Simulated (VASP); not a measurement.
# PbS (I4mm) in VASP: notebook

The runs below take PbS through single point, with r2SCAN.

All numbers are computed with VASP 6.6.1; they aren't measurements. Logs are shortened: lines on timing, memory, paths and dates and some standing lists are left out, and cuts for length are marked.

**1. The cell of the first run**

The structure is tetragonal, space group I4mm (No. 107). Conventional cell: a = 4.193 Å, b = 4.193 Å, c = 5.930 Å, α = 90.00°, β = 90.00°, γ = 90.00°. Within 3.3 Å of Pb (site symmetry 4mm) lie 5 S at 2.47 to 3.01 Å. Within 3.3 Å of S (site symmetry 4mm) lie 5 Pb at 2.47 to 3.01 Å.

**2. Single point, r2SCAN (all S atoms moved -0.500 Å, as atom 2 along Cartesian [0 0 1])**

Input file POSCAR:

```
PbS
1.0
    0.0000000000      2.9650000000      2.9650000000
    2.9650000000      0.0000000000      2.9650000000
    2.9650000000      2.9650000000      0.0000000000
Pb S
1 1
Direct
    0.0000000000      0.0000000000      0.0000000000
    0.4156829680      0.4156829680      0.5843170320
```

Input file INCAR.step1:

```
PREC     = Accurate       # precision mode
ENCUT    = 520            # plane-wave cutoff, eV
ISMEAR   = 0              # smearing method
SIGMA    = 0.05           # smearing width, eV
LREAL    = F              # projectors in reciprocal space
LASPH    = T              # aspherical terms in the spheres
NELM     = 60             # most SCF steps
NBANDS   = 17             # bands
GGA      = PE             # functional
ALGO     = Normal         # electronic algorithm
EDIFF    = 1E-4           # SCF threshold, eV
LWAVE    = T              # write WAVECAR
LCHARG   = F              # write CHGCAR
```

Input file INCAR.step2:

```
PREC     = Accurate       # precision mode
ENCUT    = 520            # plane-wave cutoff, eV
EDIFF    = 1E-7           # SCF threshold, eV
ISMEAR   = 0              # smearing method
SIGMA    = 0.05           # smearing width, eV
LREAL    = F              # projectors in reciprocal space
LASPH    = T              # aspherical terms in the spheres
NELM     = 60             # most SCF steps
ALGO     = Normal         # electronic algorithm
ISIF     = 2              # what is computed and relaxed
LWAVE    = F              # write WAVECAR
LCHARG   = F              # write CHGCAR
METAGGA  = R2SCAN         # meta-GGA
LMIXTAU  = T            
NBANDS   = 17             # bands
ISTART   = 1
```

Input file KPOINTS:

```
Automatic mesh
0
Gamma
  8 8 8
```

Potentials or basis: VASP PAW PBE potentials, release 64 (Pb_d, S).

Started as:

```sh
> cat potpaw_PBE.64/Pb_d/POTCAR potpaw_PBE.64/S/POTCAR > POTCAR
> cp INCAR.step1 INCAR
> mpirun -np 1 vasp_std > vasp.out
> cp INCAR.step2 INCAR
> mpirun -np 1 vasp_std > vasp.out
```

OUTCAR:

```text
PREC = Accurate
   ENCUT = 520
   EDIFF = 1E-7
   ISMEAR = 0
   LREAL = F
   LASPH = T
   NELM = 60
   ISIF = 2
   METAGGA = R2SCAN
   ISTART = 1

 ion  position               nearest neighbor table
   1  0.000  0.000  0.000-   2 2.47   2 3.01   2 3.01   2 3.01   2 3.01   2 3.46
   2  0.416  0.416  0.584-   1 2.47   1 3.01   1 3.01   1 3.01   1 3.01   1 3.46

  LATTYP: Found a face centered cubic cell.
 ALAT       =     5.9300000000

  Lattice vectors:

 A1 = (   0.0000000000,   2.9650000000,   2.9650000000)
 A2 = (   2.9650000000,   0.0000000000,   2.9650000000)
 A3 = (   2.9650000000,   2.9650000000,   0.0000000000)

Analysis of symmetry for initial positions (statically):
=====================================================================
 Subroutine PRICEL returns:
 Original cell was already a primitive cell.

 Routine SETGRP: Setting up the symmetry group for a
 face centered cubic supercell.

 Subroutine GETGRP returns: Found  8 space group operations
 (whereof  8 operations were pure point group operations)
 out of a pool of 48 trial point group operations.

The static configuration has the point symmetry C_4v.

Analysis of symmetry for dynamics (positions and initial velocities):
=====================================================================
 Subroutine PRICEL returns:
 Original cell was already a primitive cell.

 Routine SETGRP: Setting up the symmetry group for a
 face centered cubic supercell.

 Subroutine GETGRP returns: Found  8 space group operations
 (whereof  8 operations were pure point group operations)
 out of a pool of 48 trial point group operations.

The dynamic configuration has the point symmetry C_4v.

 Subroutine INISYM returns: Found  8 space group operations
 (whereof  8 operations are pure point group operations),
 and found     1 'primitive' translations

----------------------------------------------------------------------------------------

                                     Primitive cell

  volume of cell :      52.1320

  direct lattice vectors                    reciprocal lattice vectors
     0.000000000  2.965000000  2.965000000    -0.168634064  0.168634064  0.168634064
     2.965000000  0.000000000  2.965000000     0.168634064 -0.168634064  0.168634064
     2.965000000  2.965000000  0.000000000     0.168634064  0.168634064 -0.168634064

  length of vectors
     4.193143212  4.193143212  4.193143212     0.292082767  0.292082767  0.292082767

  position of ions in fractional coordinates (direct lattice)
     0.000000000  0.000000000  0.000000000
     0.415682968  0.415682968  0.584317032

  ion indices of the primitive-cell ions
   primitive index   ion index
                 1           1
                 2           2

----------------------------------------------------------------------------------------

 KPOINTS: Automatic mesh

Automatic generation of k-mesh.
 Grid dimensions read from file:
 generate k-points for:    8    8    8

 Generating k-lattice:

  Cartesian coordinates                     Fractional coordinates (reciprocal lattice)
    -0.021079258  0.021079258  0.021079258     0.125000000  0.000000000  0.000000000
     0.021079258 -0.021079258  0.021079258     0.000000000  0.125000000  0.000000000
     0.021079258  0.021079258 -0.021079258     0.000000000  0.000000000  0.125000000

  Length of vectors
     0.036510346  0.036510346  0.036510346

  Shift w.r.t. Gamma in fractional coordinates (k-lattice)
     0.000000000  0.000000000  0.000000000

 Subroutine IBZKPT returns following result:
 ===========================================

 Found     59 irreducible k-points:

 Following reciprocal coordinates:
            Coordinates               Weight
  0.000000  0.000000  0.000000      1.000000
  0.125000  0.000000  0.000000      8.000000
  0.250000  0.000000  0.000000      8.000000
  0.375000  0.000000  0.000000      8.000000
  0.500000  0.000000  0.000000      4.000000
  0.125000  0.125000  0.000000      2.000000
[... 16 lines left out ...]
  0.000000  0.375000  0.250000     16.000000
  0.500000  0.250000  0.000000      8.000000
 [... further k-points ...]
   k-points           NKPTS =     59   k-points in BZ     NKDIM =     59   number of bands    NBANDS=     17
   number of dos      NEDOS =    301   number of ions     NIONS =      2
   total plane-waves  NPLWV =  32768
   dimension x,y,z NGX =    32 NGY =   32 NGZ =   32
   dimension x,y,z NGXF=    64 NGYF=   64 NGZF=   64
   ions per type =               1   1
   NGX,Y,Z   is equivalent  to a cutoff of  12.69, 12.69, 12.69 a.u.
   NGXF,Y,Z  is equivalent  to a cutoff of  25.37, 25.37, 25.37 a.u.
 SYSTEM =  unknown system
   PREC   = accura    normal or accurate (medium, high low for compatibility)
   ISTART =      1    job   : 0-new  1-cont  2-samecut
   ICHARG =      0    charge: 1-file 2-atom 10-const
   ISPIN  =      1    spin polarized calculation?
   LNONCOLLINEAR =      F non collinear calculations
   LSORBIT =      F    spin-orbit coupling
   LASPH  =      T    aspherical Exc in radial PAW
   ENCUT  =  520.0 eV  38.22 Ry    6.18 a.u.   7.80  7.80  7.80*2*pi/ulx,y,z
   NELM   =     60;   NELMIN=  2; NELMDL=  0     # of ELM steps
   EDIFF  = 0.1E-06   stopping-criterion for ELM
   LREAL  =      F    real-space projection
   EDIFFG = 0.1E-05   stopping-criterion for IOM
   NSW    =      0    number of steps for IOM
   IBRION =     -1    ionic relax: 0-MD 1-quasi-New 2-CG
   NFREE  =      0    steps in history (QN), initial steepest desc. (CG)
   ISIF   =      2    stress and relaxation
   ISYM   =      2    0-nonsym 1-usesym 2-fastsym
   POTIM  = 0.5000    time-step for ionic-motion
   TEBEG  =    0.0;   TEEND  =   0.0 temperature during run
   PSTRESS=    0.0 pullay stress
   NELECT =      20.0000    total number of electrons
   NUPDOWN=      -1.0000    fix difference up-down
   EMIN   =  10.00;   EMAX   =-10.00  energy-range for DOS
   EFERMI =   0.00;   METHOD = LEGACY
   ISMEAR =     0;   SIGMA  =   0.05  broadening in eV -4-tet -1-fermi 0-gaus
   EFERMI_NEDOS =   21; number of points for ismear=-14 and -15
   IALGO  =     38    algorithm
   IMIX   =      4    mixing-type and parameters
     AMIX     =   0.40;   BMIX     =  1.00
     AMIX_MAG =   1.60;   BMIX_MAG =  1.00
  volume/ion in A,a.u.               =      26.07       175.90
  Fermi-wavevector in a.u.,A,eV,Ry     =   1.189552  2.247928 19.252709  1.415034
  Thomas-Fermi vector in A             =   2.325657
   LORBIT       =      0    0 simple, 1 ext, 2 COOP (PROOUT), +10 PAW based schemes
   METAGGA = R2SCAN    functional components
   LHFCALC =     F    Hartree Fock is set to
   AEXX    =    0.0000 exact exchange contribution
   IVDW    =     0    specifies the selected vdW correction
   LEPSILON=     F    determine dielectric tensor
   LRPA    =     F    only Hartree local field effects (RPA)
 non-spin polarized calculation
 Gauss-broadening in eV      SIGMA  =   0.05
  energy-cutoff  :      520.00
  volume of cell :       52.13
 maximum number of plane-waves:      1424
   NGX = 15   NGY = 15   NGZ = 15

 number of electron      20.0000000 magnetization

 Free energy of the ion-electron system (eV)
  ---------------------------------------------------
  ext. energy  EPLUGINS =         0.00000000
  ---------------------------------------------------
  free energy    TOTEN  =       -65.35540542 eV

  energy without entropy =      -65.35540542  energy(sigma->0) =      -65.35540542

 E-fermi :   5.4444     XC(G=0): -10.2099

 val. band max:        5.2331878951   @ k =   0.5000   0.0000   0.0000
 cond. band min:       6.9266276412   @ k =   0.5000   0.0000   0.0000
 fundamental gap:      1.6934397461
 Fermi energy:         5.4443977152

 k-point     1 :       0.0000    0.0000    0.0000
  band No.  band energies     occupation
      1     -11.7585      2.00000
      2     -11.6899      2.00000
      3     -11.6707      2.00000
      4     -11.6442      2.00000
      5     -11.6442      2.00000
      6      -8.8227      2.00000
[... 9 lines left out ...]
     16      14.1061      0.00000
     17      14.8164      0.00000

 k-point     2 :       0.1250    0.0000    0.0000
  band No.  band energies     occupation
      1     -11.7673      2.00000
      2     -11.6868      2.00000
      3     -11.6740      2.00000
      4     -11.6408      2.00000
      5     -11.6376      2.00000
      6      -8.6834      2.00000
[... 9 lines left out ...]
     16      13.7666      0.00000
     17      15.9442      0.00000

 k-point     3 :       0.2500    0.0000    0.0000
  band No.  band energies     occupation
      1     -11.7883      2.00000
      2     -11.6835      2.00000
      3     -11.6802      2.00000
      4     -11.6313      2.00000
      5     -11.6198      2.00000
      6      -8.3025      2.00000
[... 9 lines left out ...]
     16      14.1739      0.00000
     17      18.0522      0.00000

 k-point     4 :       0.3750    0.0000    0.0000
  band No.  band energies     occupation
      1     -11.8088      2.00000
      2     -11.6937      2.00000
      3     -11.6757      2.00000
      4     -11.6198      2.00000
      5     -11.6013      2.00000
      6      -7.8238      2.00000
[... 9 lines left out ...]
     16      15.3606      0.00000
     17      18.3581      0.00000
[... 343 lines left out ...]
      1     -11.8783      2.00000
      2     -11.7032      2.00000
      3     -11.6584      2.00000
      4     -11.5978      2.00000
      5     -11.5930      2.00000
      6      -7.6295      2.00000
[... 9 lines left out ...]
     16      16.5548      0.00000
     17      17.7893      0.00000

 k-point    23 :       0.0000    0.3750    0.2500
  band No.  band energies     occupation
      1     -11.8478      2.00000
      2     -11.6833      2.00000
      3     -11.6583      2.00000
      4     -11.6487      2.00000
      5     -11.5938      2.00000
      6      -7.7512      2.00000
[... 9 lines left out ...]
     16      16.7214      0.00000
     17      17.9217      0.00000

 k-point    24 :       0.5000    0.2500    0.0000
  band No.  band energies     occupation
      1     -11.8917      2.00000
      2     -11.6931      2.00000
      3     -11.6681      2.00000
      4     -11.5971      2.00000
      5     -11.5851      2.00000
      6      -7.2558      2.00000
[... 9 lines left out ...]
     16      16.8931      0.00000
     17      17.5907      0.00000

 [... further k-points ...]
[... 5 lines left out ...]
  --------------------------------------------------------------------------------------
  -------------------------------------------------------------------------------------
  Total        0.6683014      0.6683014      4.6419746      0.0000000      0.0000000      0.0000000
  in kB       20.5389796     20.5389796    142.6623096      0.0000000      0.0000000      0.0000000
  external PRESSURE =      61.2467563 kB  Pullay stress =       0.0000000 kB

 VOLUME and BASIS-vectors are now :
 -----------------------------------------------------------------------------
  energy-cutoff  :      520.00
  volume of cell :       52.13
      direct lattice vectors                 reciprocal lattice vectors
     0.000000000  2.965000000  2.965000000    -0.168634064  0.168634064  0.168634064
     2.965000000  0.000000000  2.965000000     0.168634064 -0.168634064  0.168634064
     2.965000000  2.965000000  0.000000000     0.168634064  0.168634064 -0.168634064

 POSITION                                       TOTAL-FORCE (eV/Angst)
 -----------------------------------------------------------------------------------
      0.00000      0.00000      0.00000         0.000000      0.000000     -1.763005
      2.96500      2.96500      2.46500         0.000000      0.000000      1.763005
 -----------------------------------------------------------------------------------
    total drift:                               -0.000001     -0.000001     -0.000089

  FREE ENERGIE OF THE ION-ELECTRON SYSTEM (eV)
  ---------------------------------------------------
  free  energy   TOTEN  =       -65.3554054217 eV

  energy  without entropy=      -65.3554054217  energy(sigma->0) =      -65.35540542
```

Run time: 91 s. Hardware: 1 thread of Intel Xeon 6975P-C (Granite Rapids), shared host; peak memory 0.21 GiB.

Results:

```yaml
Free_energy: -65.3554 eV
Pressure: 6.1 GPa
Largest_force: 1.763 eV/Å
Band_gap_on_the_k_mesh: 1.69 eV, direct
```

Forces in eV/Å, atoms in the order of the input:
```
Pb   0.000  0.000 -1.763
S    0.000  0.000  1.763
```

Stress tensor (GPa, compression positive):
```
 2.05  0.00  0.00
 0.00  2.05  0.00
 0.00  0.00 14.27
```

Levels at points of the mesh, in eV from the valence-band top:
| k point | band 8 | band 9 | band 10 | band 11 | band 12 | band 13 |
| --- | --- | --- | --- | --- | --- | --- |
| (0.00, 0.00, 0.00) | -2.26 | -1.76 | -1.76 | 4.73 | 4.73 | 6.42 |
| (0.50, 0.00, 0.00) | -2.18 | -1.68 | 0.00 | 1.69 | 2.85 | 3.75 |
| (0.50, 0.50, 0.00) | -3.72 | -3.25 | -3.25 | 4.62 | 6.67 | 6.67 |
| (0.00, 0.50, 0.50) | -4.97 | -3.03 | -2.92 | 3.11 | 6.39 | 7.37 |

Caveat: the cell differs from its parent crystal (all S atoms moved -0.500 Å, as atom 2 along Cartesian [0 0 1]); the PAW data sets were made with another functional, which shifts forces and pressure a little; spin-orbit coupling is left out, which moves the levels of the heavy elements. A k mesh can miss the band edges.

[end of part 1 of 4]
